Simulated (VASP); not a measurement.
Runs of VASP 6.6.1 on Lu. The structure is that of space group Pm-3m (No. 221), or close to it. The cells are those of the table. The cell was generated, and may not be a known phase.

| task | cell | k mesh | cutoff (eV) | gap on the mesh (eV) | pressure (GPa) | relaxed volume (Å³/atom) |
| --- | --- | --- | --- | --- | --- | --- |
| relaxation of cell and atoms | relaxed from a = 3.249 Å, 1 atom | 6 × 6 × 6 | 600 | none | 0.0 | 33.89 |
| single point | a = 3.206 Å, 1 atom | 18 × 18 × 18 | 520 | none | 0.3 | - |
| single point | a = 3.249 Å, 1 atom | 6 × 6 × 6 | 520 | none | -0.4 | - |
| single point | a = 3.234 Å, 1 atom | 6 × 6 × 6 | 520 | none | 0.0 | - |
| relaxation of cell and atoms | relaxed from a = 3.234 Å, 1 atom | 18 × 18 × 18 | 600 | none | 0.0 | (a) |

Alike in all rows: level PBE; potentials or basis VASP PAW PBE potentials, release 64 (Lu); no spin polarisation; smearing gaussian 0.1 eV.

Problem. Fill in the values left out.

Solution. (a) 33.21.

Caveats: spin-orbit coupling is left out, which moves the levels of the heavy elements.

A k mesh can miss the band edges, and the runs leave out spin-orbit coupling on Lu.

A gap of «none» marks levels without a gap at the run's occupations.
